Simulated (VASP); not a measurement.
# ZrS2 (P-3m1) in VASP: notebook

The runs below take ZrS2 through single point, relaxation of cell and atoms, with r2SCAN.

All numbers are computed with VASP 6.6.1; they aren't measurements. Logs are shortened: lines on timing, memory, paths and dates and some standing lists are left out, and cuts for length are marked.

**1. The cell of the first run**

It takes space group P-3m1 (No. 164, trigonal). The conventional cell has a = 3.691 Å, b = 3.691 Å, c = 6.096 Å, α = 90.00°, β = 90.00°, γ = 120.00°. Zr (site symmetry -3m) has 6 S at 2.57 Å within 3.4 Å. S (site symmetry 3m) has 3 Zr at 2.57 Å within 3.4 Å.

**2. Single point, r2SCAN**

The input, POSCAR:

```
ZrS2
1.0
    3.6910035195      0.0000000000      0.0000000000
   -1.8455017598      3.1965028134      0.0000000000
    0.0000000000      0.0000000000      6.0963156846
Zr S
1 2
Direct
    0.0000000000      0.0000000000      0.0000000000
    0.6666666667      0.3333333333      0.7643318290
    0.3333333333      0.6666666667      0.2356681710
```

The input, INCAR.step1:

```
PREC = Accurate ; ENCUT = 550
ISMEAR = 0 ; SIGMA = 0.02
LREAL = F ; LASPH = T
NELM = 120 ; NBANDS = 19
GGA = PE ; ALGO = Normal
EDIFF = 1E-5 ; LWAVE = T
LCHARG = F ; GGA_COMPAT = F
```

The input, INCAR.step2:

```
PREC = Accurate ; ENCUT = 550
EDIFF = 1E-6 ; ISMEAR = 0
SIGMA = 0.02 ; LREAL = F
LASPH = T ; NELM = 120
ALGO = Normal ; ISIF = 2
LWAVE = F ; LCHARG = F
METAGGA = R2SCAN ; LMIXTAU = T
NBANDS = 19 ; ISTART = 1
GGA_COMPAT = F
```

The input, KPOINTS:

```
regular mesh
0
Gamma
  12 12 6
```

Potentials or basis: VASP PAW PBE potentials, release 64 (Zr_sv, S).

Started as:

```console
$ cat potpaw_PBE.64/Zr_sv/POTCAR potpaw_PBE.64/S/POTCAR > POTCAR
$ cp INCAR.step1 INCAR
$ mpirun -np 1 vasp_std > vasp.out
$ cp INCAR.step2 INCAR
$ mpirun -np 1 vasp_std > vasp.out
```

OUTCAR:

```text
PREC = Accurate
   ENCUT = 550
   EDIFF = 1E-6
   ISMEAR = 0
   LREAL = F
   LASPH = T
   NELM = 120
   ISIF = 2
   METAGGA = R2SCAN
   ISTART = 1

 ion  position               nearest neighbor table
   1  0.000  0.000  0.000-   2 2.57   3 2.57   2 2.57   3 2.57   2 2.57   3 2.57
   2  0.667  0.333  0.764-   1 2.57   1 2.57   1 2.57
   3  0.333  0.667  0.236-   1 2.57   1 2.57   1 2.57

  LATTYP: Found a hexagonal cell.
 ALAT       =     3.6910035195
 C/A-ratio  =     1.6516688896

  Lattice vectors:

 A1 = (   3.6910035195,   0.0000000000,   0.0000000000)
 A2 = (  -1.8455017598,   3.1965028134,   0.0000000000)
 A3 = (   0.0000000000,   0.0000000000,   6.0963156846)

Analysis of symmetry for initial positions (statically):
=====================================================================
 Subroutine PRICEL returns:
 Original cell was already a primitive cell.

 Routine SETGRP: Setting up the symmetry group for a
 hexagonal supercell.

 Subroutine GETGRP returns: Found 12 space group operations
 (whereof 12 operations were pure point group operations)
 out of a pool of 24 trial point group operations.

The static configuration has the point symmetry D_3d.

Analysis of symmetry for dynamics (positions and initial velocities):
=====================================================================
 Subroutine PRICEL returns:
 Original cell was already a primitive cell.

 Routine SETGRP: Setting up the symmetry group for a
 hexagonal supercell.

 Subroutine GETGRP returns: Found 12 space group operations
 (whereof 12 operations were pure point group operations)
 out of a pool of 24 trial point group operations.

The dynamic configuration has the point symmetry D_3d.

 Subroutine INISYM returns: Found 12 space group operations
 (whereof 12 operations are pure point group operations),
 and found     1 'primitive' translations

----------------------------------------------------------------------------------------

                                     Primitive cell

  volume of cell :      71.9262

  direct lattice vectors                    reciprocal lattice vectors
     3.691003520  0.000000000  0.000000000     0.270929029  0.156420948  0.000000000
    -1.845501760  3.196502813  0.000000000     0.000000000  0.312841896  0.000000000
     0.000000000  0.000000000  6.096315685     0.000000000  0.000000000  0.164033500

  length of vectors
     3.691003520  3.691003520  6.096315685     0.312841896  0.312841896  0.164033500

  position of ions in fractional coordinates (direct lattice)
     0.000000000  0.000000000  0.000000000
     0.666666667  0.333333333  0.764331829
     0.333333333  0.666666667  0.235668171

  ion indices of the primitive-cell ions
   primitive index   ion index
                 1           1
                 2           2
                 3           3

----------------------------------------------------------------------------------------

 KPOINTS: regular mesh

Automatic generation of k-mesh.
 Grid dimensions read from file:
 generate k-points for:   12   12    6

 Generating k-lattice:

  Cartesian coordinates                     Fractional coordinates (reciprocal lattice)
     0.022577419  0.013035079  0.000000000     0.083333333  0.000000000  0.000000000
     0.000000000  0.026070158  0.000000000     0.000000000  0.083333333  0.000000000
     0.000000000  0.000000000  0.027338917     0.000000000  0.000000000  0.166666667

  Length of vectors
     0.026070158  0.026070158  0.027338917

  Shift w.r.t. Gamma in fractional coordinates (k-lattice)
     0.000000000  0.000000000  0.000000000

 Subroutine IBZKPT returns following result:
 ===========================================

 Found    100 irreducible k-points:

 Following reciprocal coordinates:
            Coordinates               Weight
  0.000000  0.000000  0.000000      1.000000
  0.083333  0.000000  0.000000      6.000000
  0.166667  0.000000  0.000000      6.000000
  0.250000  0.000000  0.000000      6.000000
  0.333333  0.000000  0.000000      6.000000
  0.416667  0.000000  0.000000      6.000000
[... 16 lines left out ...]
  0.166667  0.000000  0.166667      6.000000
  0.000000  0.166667  0.166667      6.000000
 [... further k-points ...]
   k-points           NKPTS =    100   k-points in BZ     NKDIM =    100   number of bands    NBANDS=     19
   number of dos      NEDOS =    301   number of ions     NIONS =      3
   total plane-waves  NPLWV =  37632
   dimension x,y,z NGX =    28 NGY =   28 NGZ =   48
   dimension x,y,z NGXF=    56 NGYF=   56 NGZF=   96
   ions per type =               1   2
   NGX,Y,Z   is equivalent  to a cutoff of  12.61, 12.61, 13.09 a.u.
   NGXF,Y,Z  is equivalent  to a cutoff of  25.22, 25.22, 26.18 a.u.
 SYSTEM =  unknown system
   PREC   = accura    normal or accurate (medium, high low for compatibility)
   ISTART =      1    job   : 0-new  1-cont  2-samecut
   ICHARG =      0    charge: 1-file 2-atom 10-const
   ISPIN  =      1    spin polarized calculation?
   LNONCOLLINEAR =      F non collinear calculations
   LSORBIT =      F    spin-orbit coupling
   LASPH  =      T    aspherical Exc in radial PAW
   ENCUT  =  550.0 eV  40.42 Ry    6.36 a.u.   7.06  7.06 11.66*2*pi/ulx,y,z
   NELM   =    120;   NELMIN=  2; NELMDL=  0     # of ELM steps
   EDIFF  = 0.1E-05   stopping-criterion for ELM
   LREAL  =      F    real-space projection
   EDIFFG = 0.1E-04   stopping-criterion for IOM
   NSW    =      0    number of steps for IOM
   IBRION =     -1    ionic relax: 0-MD 1-quasi-New 2-CG
   NFREE  =      0    steps in history (QN), initial steepest desc. (CG)
   ISIF   =      2    stress and relaxation
   ISYM   =      2    0-nonsym 1-usesym 2-fastsym
   POTIM  = 0.5000    time-step for ionic-motion
   TEBEG  =    0.0;   TEEND  =   0.0 temperature during run
   PSTRESS=    0.0 pullay stress
   NELECT =      24.0000    total number of electrons
   NUPDOWN=      -1.0000    fix difference up-down
   EMIN   =  10.00;   EMAX   =-10.00  energy-range for DOS
   EFERMI =   0.00;   METHOD = LEGACY
   ISMEAR =     0;   SIGMA  =   0.02  broadening in eV -4-tet -1-fermi 0-gaus
   EFERMI_NEDOS =   21; number of points for ismear=-14 and -15
   IALGO  =     38    algorithm
   IMIX   =      4    mixing-type and parameters
     AMIX     =   0.40;   BMIX     =  1.00
     AMIX_MAG =   1.60;   BMIX_MAG =  1.00
  volume/ion in A,a.u.               =      23.98       161.79
  Fermi-wavevector in a.u.,A,eV,Ry     =   1.135489  2.145763 17.542470  1.289335
  Thomas-Fermi vector in A             =   2.272194
   LORBIT       =      0    0 simple, 1 ext, 2 COOP (PROOUT), +10 PAW based schemes
   METAGGA = R2SCAN    functional components
   LHFCALC =     F    Hartree Fock is set to
   AEXX    =    0.0000 exact exchange contribution
   IVDW    =     0    specifies the selected vdW correction
   LEPSILON=     F    determine dielectric tensor
   LRPA    =     F    only Hartree local field effects (RPA)
 non-spin polarized calculation
 Gauss-broadening in eV      SIGMA  =   0.02
  energy-cutoff  :      550.00
  volume of cell :       71.93
 maximum number of plane-waves:      2126
   NGX = 15   NGY = 15   NGZ = 23

 number of electron      24.0000001 magnetization

 Free energy of the ion-electron system (eV)
  ---------------------------------------------------
  ext. energy  EPLUGINS =         0.00000000
  ---------------------------------------------------
  free energy    TOTEN  =       -44.16213375 eV

  energy without entropy =      -44.16213375  energy(sigma->0) =      -44.16213375

 E-fermi :   4.0425     XC(G=0):  -9.7888

 val. band max:        3.7693383977   @ k =   0.0833   0.0833   0.0000
 cond. band min:       5.1465168367   @ k =   0.5000   0.0000   0.5000
 fundamental gap:      1.3771784390
 Fermi energy:         4.0425315777

 k-point     1 :       0.0000    0.0000    0.0000
  band No.  band energies     occupation
      1     -46.8465      2.00000
      2     -24.1972      2.00000
      3     -24.0454      2.00000
      4     -24.0454      2.00000
      5      -9.3009      2.00000
      6      -7.8756      2.00000
[... 11 lines left out ...]
     18      10.3103      0.00000
     19      10.3278      0.00000

 k-point     2 :       0.0833    0.0000    0.0000
  band No.  band energies     occupation
      1     -46.8452      2.00000
      2     -24.1933      2.00000
      3     -24.0630      2.00000
      4     -24.0491      2.00000
      5      -9.2282      2.00000
      6      -7.8949      2.00000
[... 11 lines left out ...]
     18      10.6158      0.00000
     19      10.8767      0.00000

 k-point     3 :       0.1667    0.0000    0.0000
  band No.  band energies     occupation
      1     -46.8419      2.00000
      2     -24.1828      2.00000
      3     -24.1106      2.00000
      4     -24.0592      2.00000
      5      -9.0255      2.00000
      6      -7.9461      2.00000
[... 11 lines left out ...]
     18      11.3427      0.00000
     19      11.8807      0.00000

 k-point     4 :       0.2500    0.0000    0.0000
  band No.  band energies     occupation
      1     -46.8373      2.00000
      2     -24.1787      2.00000
      3     -24.1644      2.00000
      4     -24.0731      2.00000
      5      -8.7410      2.00000
      6      -8.0069      2.00000
[... 407 lines left out ...]
     18      10.7334      0.00000
     19      11.1389      0.00000

 k-point    23 :       0.1667    0.0000    0.1667
  band No.  band energies     occupation
      1     -46.8419      2.00000
      2     -24.1828      2.00000
      3     -24.1106      2.00000
      4     -24.0592      2.00000
      5      -8.9865      2.00000
      6      -8.0020      2.00000
[... 11 lines left out ...]
     18      11.5661      0.00000
     19      11.9340      0.00000

 k-point    24 :       0.0000    0.1667    0.1667
  band No.  band energies     occupation
      1     -46.8419      2.00000
      2     -24.1828      2.00000
      3     -24.1106      2.00000
      4     -24.0592      2.00000
      5      -8.9951      2.00000
      6      -7.9884      2.00000
[... 11 lines left out ...]
     18      11.4558      0.00000
     19      12.0604      0.00000

 [... further k-points ...]

------------------------ aborting loop because EDIFF is reached ----------------------------------------

  FORCE on cell =-STRESS in cart. coord.  units (eV):
  Direction    XX          YY          ZZ          XY          YZ          ZX
  --------------------------------------------------------------------------------------
  -------------------------------------------------------------------------------------
  Total       -0.0242641     -0.0242641     -0.0026841      0.0000000      0.0000000      0.0000000
  in kB       -0.5404911     -0.5404911     -0.0597891      0.0000000      0.0000000      0.0000000
  external PRESSURE =      -0.3802571 kB  Pullay stress =       0.0000000 kB

 VOLUME and BASIS-vectors are now :
 -----------------------------------------------------------------------------
  energy-cutoff  :      550.00
  volume of cell :       71.93
      direct lattice vectors                 reciprocal lattice vectors
     3.691003520  0.000000000  0.000000000     0.270929029  0.156420948  0.000000000
    -1.845501760  3.196502813  0.000000000     0.000000000  0.312841896  0.000000000
     0.000000000  0.000000000  6.096315685     0.000000000  0.000000000  0.164033500

 POSITION                                       TOTAL-FORCE (eV/Angst)
 -----------------------------------------------------------------------------------
      0.00000      0.00000      0.00000        -0.000000      0.000000      0.000000
      1.84550      1.06550      4.65961        -0.000000     -0.000000     -0.001118
     -0.00000      2.13100      1.43671         0.000000      0.000000      0.001118
 -----------------------------------------------------------------------------------
    total drift:                                0.000000     -0.000000     -0.000000

  FREE ENERGIE OF THE ION-ELECTRON SYSTEM (eV)
  ---------------------------------------------------
  free  energy   TOTEN  =       -44.1621337522 eV

  energy  without entropy=      -44.1621337522  energy(sigma->0) =      -44.16213375
```

Wall time 12 min (1 thread of Intel Xeon 8259CL, shared host); peak memory 0.29 GiB.

What came out:

```
Free energy            : -44.1621 eV
Pressure               : 0.0 GPa
Band gap on the k mesh : 1.38 eV (least direct gap 2.01 eV)
```

Caveat: the PAW data sets were made with another functional, which shifts forces and pressure a little.

**3. Single point, r2SCAN**

POSCAR is that of step 2.

The input, INCAR.step1:

```
SYSTEM = ZrS2
PREC     = Accurate       ! precision mode
ENCUT    = 550            ! plane-wave cutoff, eV
ISMEAR   = 0              ! smearing method
SIGMA    = 0.02           ! smearing width, eV
LREAL    = .FALSE.        ! projectors in reciprocal space
LASPH    = .TRUE.         ! aspherical terms in the spheres
NELM     = 120            ! most SCF steps
NBANDS   = 19             ! bands
GGA      = PE             ! functional
ALGO     = Normal         ! electronic algorithm
EDIFF    = 1E-5           ! SCF threshold, eV
LWAVE    = .TRUE.         ! write WAVECAR
LCHARG   = .FALSE.        ! write CHGCAR
GGA_COMPAT= .FALSE.
```

The input, INCAR.step2:

```
SYSTEM = ZrS2
PREC     = Accurate       ! precision mode
ENCUT    = 550            ! plane-wave cutoff, eV
EDIFF    = 1E-6           ! SCF threshold, eV
ISMEAR   = 0              ! smearing method
SIGMA    = 0.02           ! smearing width, eV
LREAL    = .FALSE.        ! projectors in reciprocal space
LASPH    = .TRUE.         ! aspherical terms in the spheres
NELM     = 120            ! most SCF steps
ALGO     = Normal         ! electronic algorithm
ISIF     = 2              ! what is computed and relaxed
LWAVE    = .FALSE.        ! write WAVECAR
LCHARG   = .TRUE.         ! write CHGCAR
METAGGA  = R2SCAN         ! meta-GGA
LMIXTAU  = .TRUE.       
LELF     = .TRUE.         ! ELF
LVHAR    = .TRUE.       
NBANDS   = 19             ! bands
ISTART   = 1            
GGA_COMPAT= .FALSE.
```

The input, KPOINTS:

```
regular mesh
0
G
  12 12 6
  0 0 0
```

Potentials or basis: VASP PAW PBE potentials, release 64 (Zr_sv, S).

Started as:

```console
$ cat potpaw_PBE.64/Zr_sv/POTCAR potpaw_PBE.64/S/POTCAR > POTCAR
$ cp INCAR.step1 INCAR
$ mpirun -np 1 vasp_std > vasp.out
$ cp INCAR.step2 INCAR
$ mpirun -np 1 vasp_std > vasp.out
```

It took 12 min on 1 thread of Intel Xeon 8259CL, shared host; peak memory 0.29 GiB.

It converged, with:

```yaml
Free_energy: -44.1621 eV
Pressure: 0.0 GPa
Band_gap_on_the_k_mesh: 1.38 eV (least direct gap 2.01 eV)
```

Levels at points of the mesh, in eV from the valence-band top:
```
           k point  band 8  band 9  band 10  band 11  band 12  band 13  band 14  band 15  band 16  band 17
(0.00, 0.00, 0.00)   -2.85   -2.85    -0.08    -0.08    -0.07     1.94     1.94     2.84     5.40     5.40
(0.50, 0.00, 0.00)   -2.62   -2.52    -2.34    -1.64    -1.18     1.54     3.65     3.94     6.06     6.39
(0.00, 0.00, 0.50)   -2.82   -2.82    -1.54    -0.17    -0.17     1.92     1.92     3.19     5.67     5.67
(0.50, 0.00, 0.50)   -3.09   -2.62    -2.23    -1.00    -0.82     1.38     3.64     3.94     5.70     6.43
```

Caveat: the PAW data sets were made with another functional, which shifts forces and pressure a little.

**4. Relaxation of cell and atoms, r2SCAN, target pressure 10 GPa, at which the enthalpy is minimised**

This run uses another cell than the first one, of 19.37 Å³/atom.

The input, POSCAR:

```
ZrS2
1.0
    3.5219179866      0.0000000000      0.0000000000
   -1.7609589933      3.0500704464      0.0000000000
    0.0000000000      0.0000000000      5.4088937876
Zr S
1 2
Direct
    0.0000000000      0.0000000000      0.0000000000
    0.6666666667      0.3333333333      0.7390409016
    0.3333333333      0.6666666667      0.2609590984
```

The input, INCAR.step1:

```
SYSTEM = ZrS2
PREC = Accurate
ENCUT = 550
ISMEAR = 0
SIGMA = 0.02
LREAL = .False.
LASPH = .True.
NELM = 120
GGA = PE
ALGO = Normal
EDIFF = 1E-5
LWAVE = .True.
LCHARG = .False.
GGA_COMPAT = .False.
IBRION = 2
ISIF = 3
EDIFFG = -0.005
NELMIN = 4
NSW = 100
```

The input, INCAR.step2:

```
SYSTEM = ZrS2
PREC = Accurate
ENCUT = 550
EDIFF = 1E-7
ISMEAR = 0
SIGMA = 0.02
LREAL = .False.
LASPH = .True.
NELM = 120
ALGO = Normal
ISIF = 3
LWAVE = .False.
LCHARG = .False.
METAGGA = R2SCAN
LMIXTAU = .True.
IBRION = 2
NSW = 70
EDIFFG = -0.008
PSTRESS = 100.0
ISTART = 1
GGA_COMPAT = .False.
NELMIN = 4
```

The input, KPOINTS:

```
Automatic mesh
0
Gamma
  12 12 6
  0 0 0
```

Started as:

```console
$ cat potpaw_PBE.64/Zr_sv/POTCAR potpaw_PBE.64/S/POTCAR > POTCAR
$ cp INCAR.step1 INCAR
$ mpirun -np 1 vasp_std > vasp.out
$ cp INCAR.step2 INCAR
$ mpirun -np 1 vasp_std > vasp.out
```

It took 47 min on 1 thread of Intel Xeon 6975P-C (Granite Rapids), shared host; peak memory 0.31 GiB.

Results (log left out):

```yaml
Free_energy: -43.8688 eV
Relaxed_volume: 19.63 Å³/atom
Relaxed_cell: a = 3.557 Å, b = 3.557 Å, c = 5.374 Å, α = 90.00°, β = 90.00°, γ = 120.00°
Space_group_after_relaxing_to_0.1_Å: P-3m1 (No. 164)
Energy_change_on_relaxing_the_run_minimises_the_enthalpy: -41.8 meV/atom
Ionic_steps: 11
Pressure_after_relaxing: 10.0 GPa
Band_gap_on_the_k_mesh: 0.44 eV (least direct gap 1.39 eV)
```

Step by step:
```
step  energy change (eV)  largest force (eV/Å)  pressure (GPa)  volume (Å³)
   1              0.0000                1.0663           16.29        58.10
   2             -0.2767                0.9930           -1.15        64.73
   3             -0.2028                0.2432            9.12        60.37
   4             -0.1989                0.2642            9.30        60.30
   5             -0.1769                0.1851            9.56        59.82
   6             -0.1153                0.0092           10.25        58.73
   7             -0.1217                0.0099           10.18        58.83
   8             -0.1336                0.0490            9.60        59.02
   9             -0.1272                0.0170            9.91        58.92
  10             -0.1248                0.0031           10.03        58.88
  11             -0.1253                0.0007           10.01        58.88
```

Final structure:
```xyz
3
Lattice="3.5570 0.0000 0.0000 -1.7785 3.0805 0.0000 0.0000 0.0000 5.3738" Properties=species:S:1:pos:R:3 pbc="T T T"
Zr    0.0000    0.0000    0.0000
S     1.7785    1.0268    3.9147
S     0.0000    2.0537    1.4591
```

Levels at points of the mesh, in eV from the valence-band top:
| k point | band 9 | band 10 | band 11 | band 12 | band 13 | band 14 | band 15 | band 16 |
| --- | --- | --- | --- | --- | --- | --- | --- | --- |
| (0.00, 0.00, 0.00) | -3.62 | -0.57 | -0.57 | 0.00 | 1.39 | 1.39 | 2.07 | 4.45 |
| (0.50, 0.00, 0.00) | -3.40 | -3.20 | -2.80 | -2.15 | 0.62 | 3.44 | 3.88 | 6.08 |
| (0.00, 0.00, 0.50) | -3.49 | -2.99 | -1.00 | -1.00 | 1.28 | 1.28 | 2.57 | 5.46 |
| (0.50, 0.00, 0.50) | -3.65 | -3.07 | -1.37 | -1.03 | 0.44 | 3.40 | 3.86 | 4.91 |

Caveat: the cell is relaxed towards a set pressure, so the run minimises the enthalpy, not the energy; the PAW data sets were made with another functional, which shifts forces and pressure a little.
